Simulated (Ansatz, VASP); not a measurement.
**One calculation of MgS, two programs**

File POSCAR:

```
MgS
1.0
    0.0000000000      2.6000000000      2.6000000000
    2.6000000000      0.0000000000      2.6000000000
    2.6000000000      2.6000000000      0.0000000000
Mg S
1 1
Direct
    0.0000000000      0.0000000000      0.0000000000
    0.5000000000      0.5000000000      0.5000000000
```

File INCAR.step1:

```
SYSTEM = MgS
PREC     = Accurate       ! precision mode
ENCUT    = 520            ! plane-wave cutoff, eV
EDIFF    = 1E-5           ! SCF threshold, eV
ISMEAR   = 0              ! smearing method
SIGMA    = 0.01           ! smearing width, eV
LREAL    = .False.        ! projectors in reciprocal space
LASPH    = .True.         ! aspherical terms in the spheres
NELM     = 60             ! most SCF steps
ALGO     = Normal         ! electronic algorithm
ISIF     = 2              ! what is computed and relaxed
LWAVE    = .True.         ! write WAVECAR
GGA      = PE             ! functional
NBANDS   = 11             ! bands
```

The input INCAR.step2:

```
SYSTEM = MgS
PREC     = Accurate       ! precision mode
ENCUT    = 520            ! plane-wave cutoff, eV
EDIFF    = 1E-6           ! SCF threshold, eV
ISMEAR   = 0              ! smearing method
SIGMA    = 0.01           ! smearing width, eV
LREAL    = .False.        ! projectors in reciprocal space
LASPH    = .True.         ! aspherical terms in the spheres
NELM     = 60             ! most SCF steps
ALGO     = Normal         ! electronic algorithm
ISIF     = 2              ! what is computed and relaxed
LWAVE    = .False.        ! write WAVECAR
LCHARG   = .True.         ! write CHGCAR
GGA      = PE             ! functional
LHFCALC  = .True.         ! exact exchange
HFSCREEN = 0.2079         ! screening, 1/A
PRECFOCK = Normal       
LELF     = .True.         ! ELF
LVHAR    = .True.       
ISTART   = 1            
NBANDS   = 11             ! bands
```

The input KPOINTS:

```
regular mesh
0
Gamma
  6 6 6
  0 0 0
```

Input for Ansatz:

```yaml
crystal:
  lattice:
    - [0.0, 2.6, 2.6]
    - [2.6, 0.0, 2.6]
    - [2.6, 2.6, 0.0]
  atoms:
    - { symbol: Mg, position: [0.0, 0.0, 0.0] }
    - { symbol: S, position: [0.5, 0.5, 0.5] }
basis:
  ecutwfc: 420
kpoints:
  mp_grid: { grid: [6, 6, 6] }
  band_path:
    path:
      - [0.0, 0.0, 0.0]
      - [0.0, 0.0, 0.0]
      - [0.5, 0.5, 0.0]
      - [0.5, 0.5, 0.5]
      - [0.5, 0.5, 0.5]
    npoints: 1
hamiltonian:
  xc: hse06
  pseudopotentials: { kind: paw, azcp: { folder: soft_1 } }
scf:
  occupations: { method: fixed }
  n_extra_bands: 5
output:
  eigenvalues: true
```

Alike in both runs: task single point; functional HSE06; k mesh 6 × 6 × 6; no spin polarisation.

|  | VASP | Ansatz |
| --- | --- | --- |
| version | VASP 6.6.1 | Ansatz 0.2.0 |
| potentials or method | VASP PAW PBE potentials, release 64 (Mg, S), cutoff 520 eV | scalar-relativistic, plane waves, PAW |
| occupations | gaussian, width 0.01 eV | fixed |
| valence electrons in the cell | 8 | 16 |

```csv
,VASP,Ansatz,Ansatz less VASP
gap on the k mesh at the Fermi level (eV),3.76,3.81,+0.053
least direct gap on the mesh (eV),4.81,4.84,+0.033
```

VASP's potentials hold 8 valence electrons a cell and Ansatz's 16, so a difference there can come from the potentials and not from the codes.
